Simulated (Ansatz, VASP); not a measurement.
**Yb in VASP and in Ansatz**

```
CELL_PARAMETERS angstrom
3.87990 0.00000 0.00000
-1.93995 3.36009 0.00000
0.00000 0.00000 6.38590
ATOMIC_POSITIONS crystal
Yb 0.66667 0.33333 0.75000
Yb 0.33333 0.66667 0.25000
```

Alike in both runs: task single point; functional LDA; k mesh 6 × 6 × 3; occupations fermi-dirac, width 0.05 eV; collinear spin.

|  | VASP | Ansatz |
| --- | --- | --- |
| version | VASP 6.6.1 | Ansatz 0.2.0 |
| potentials or method | VASP PAW PBE potentials, release 64 (Yb), cutoff 520 eV | all-electron LAPW, scalar-relativistic |

VASP gave:

| Quantity | Value |
| --- | --- |
| gap on the k mesh at the Fermi level (eV) | none |
| pressure (GPa) | -4.8 |
| traceless stress, the component that is largest in VASP (GPa) | -0.29 |
| net moment per atom (μB) | 0.00 |

Which values does Ansatz return?

gap on the k mesh at the Fermi level (eV): none; pressure (GPa): -4.4; traceless stress, the component that is largest in VASP (GPa): -0.27; net moment per atom (μB): 0.00.

VASP's potentials were made for PBE, not for LDA. LDA's correlation is that of Perdew and Zunger in VASP and of Perdew and Wang (1992) in Ansatz. A gap of «none» marks a metal or a gap that the smearing closes. Ansatz ran all-electron here, and VASP with PAW potentials.

Spin-orbit coupling is off throughout. Noted on Ansatz's run: the k mesh is thin for a metal, which can move the energy by tens of meV per atom; the open f shell may have settled in a state that isn't the lowest.
